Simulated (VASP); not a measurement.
Input of a VASP 6.6.1 run:

Contents of INCAR:

```
SYSTEM = Al
PREC = Accurate
ENCUT = 520
EDIFF = 1E-7
ISMEAR = 0
SIGMA = 0.15
LREAL = .FALSE.
LASPH = .TRUE.
NELM = 60
ALGO = Normal
ISIF = 2
LWAVE = .FALSE.
LCHARG = .FALSE.
GGA = PE
NBANDS = 8
```

File KPOINTS:

```
Automatic mesh
0
G
  22 22 22
  0 0 0
```

POSCAR

```
Al
1.0
    0.0000000000      2.1987440765      1.7150203797
    2.1987440765      0.0000000000      1.7150203797
    2.1987440765      2.1987440765      0.0000000000
Al
1
Direct
    0.0000000000      0.0000000000      0.0000000000
```

Potentials or basis: VASP PAW PBE potentials, release 64 (Al).

Launch:

```console
$ cat potpaw_PBE.64/Al/POTCAR > POTCAR
$ mpirun -np 1 vasp_std > vasp.out
```

**Question.** Estimate the pressure.

**Answer.** 1.3 GPa.

Stress tensor (GPa, compression positive):
```
-0.23  0.00  0.00
 0.00 -0.23  0.00
 0.00  0.00  4.26
```
